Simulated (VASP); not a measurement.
The system is SrO.

```
Sr O
1.0
     0.00000    2.51391    2.51391
     2.51391    0.00000    2.51391
     2.51391    2.51391    0.00000
Sr O
1 1
Direct
  0.50000 0.50000 0.50000
  0.00000 0.00000 0.00000
```

Base run:

```yaml
Program: VASP 6.6.1
Functional: revPBE
Dispersion: D3(BJ)
Potentials_or_basis: VASP PAW PBE potentials, release 64 (Sr_sv, O)
Cutoff: 520 eV
k_mesh: 9 × 9 × 9
Occupations: fermi-dirac, width 0.05 eV
Spin: no spin polarisation
```

Its results: band gap on the k mesh 3.36 eV, indirect (least direct gap 3.41 eV); pressure 8.5 GPa.

Problem. The run is repeated on the same cell with these changes: functional from revPBE to BLYP; dispersion from D3(BJ) to D4. What comes out?

Solution. Band gap on the k mesh 3.41 eV, indirect (least direct gap 3.45 eV); pressure 10.8 GPa.

Several settings changed at once, so the effect can't be laid on one alone.

Caveats: the PAW data sets were made with another functional, which shifts forces and pressure a little.

A k mesh can miss the band edges.
